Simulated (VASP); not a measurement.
Input of a VASP 6.6.1 run:

Contents of POSCAR:

```
GaBi3F6
1.0
    0.0000000000      4.2277510000      4.2277510000
    4.2277510000      0.0000000000      4.2277510000
    4.2277510000      4.2277510000      0.0000000000
Bi Ga F
3 1 6
Direct
    0.2500000000      0.2500000000      0.2500000000
    0.7500000000      0.7500000000      0.7500000000
    0.0000000000      0.0000000000      0.0000000000
    0.5000000000      0.5000000000      0.5000000000
    0.7189646540      0.2810353460      0.2810353460
    0.2810353460      0.7189646540      0.2810353460
    0.2810353460      0.7189646540      0.7189646540
    0.7189646540      0.2810353460      0.7189646540
    0.2810353460      0.2810353460      0.7189646540
    0.7189646540      0.7189646540      0.2810353460
```

Contents of INCAR.step1:

```
PREC = Accurate
ENCUT = 520
ISMEAR = -1
SIGMA = 0.1
LREAL = F
LASPH = T
NELM = 80
NBANDS = 61
GGA = PE
ALGO = Normal
EDIFF = 1E-4
LWAVE = T
LCHARG = F
```

INCAR.step2

```
PREC = Accurate
ENCUT = 520
EDIFF = 1E-7
ISMEAR = -1
SIGMA = 0.1
LREAL = F
LASPH = T
NELM = 80
ALGO = Normal
ISIF = 2
LWAVE = F
LCHARG = T
METAGGA = R2SCAN
LMIXTAU = T
LELF = T
LVHAR = T
NBANDS = 61
ISTART = 1
```

Contents of KPOINTS:

```
Automatic mesh
0
Gamma
  7 7 7
```

Potentials or basis: VASP PAW PBE potentials, release 64 (Bi_d, Ga_d, F).

The run is started by

```bash
$ cat potpaw_PBE.64/Bi_d/POTCAR potpaw_PBE.64/Ga_d/POTCAR potpaw_PBE.64/F/POTCAR > POTCAR
$ cp INCAR.step1 INCAR
$ mpirun -np 1 vasp_std > vasp.out
$ cp INCAR.step2 INCAR
$ mpirun -np 1 vasp_std > vasp.out
```

Task: Estimate the band gap on the k mesh.

Result: Zero (bands 50 and 51 overlap by 0.51 eV).

Task: Predict the largest force.

Result: 0.181 eV/Å.

Task: Estimate the pressure.

Result: 14.6 GPa.

Forces in eV/Å, atoms in the order of the input:
```
Bi   0.000  0.000  0.000
Bi   0.000  0.000  0.000
Bi   0.000  0.000  0.000
Ga   0.000  0.000  0.000
F   -0.181  0.000  0.000
F    0.000 -0.181  0.000
F    0.181  0.000  0.000
F    0.000  0.181  0.000
F    0.000  0.000 -0.181
F    0.000  0.000  0.181
```

Caveat: the cell stands under pressure; the PAW data sets were made with another functional, which shifts forces and pressure a little; spin-orbit coupling is left out, which moves the levels of the heavy elements.
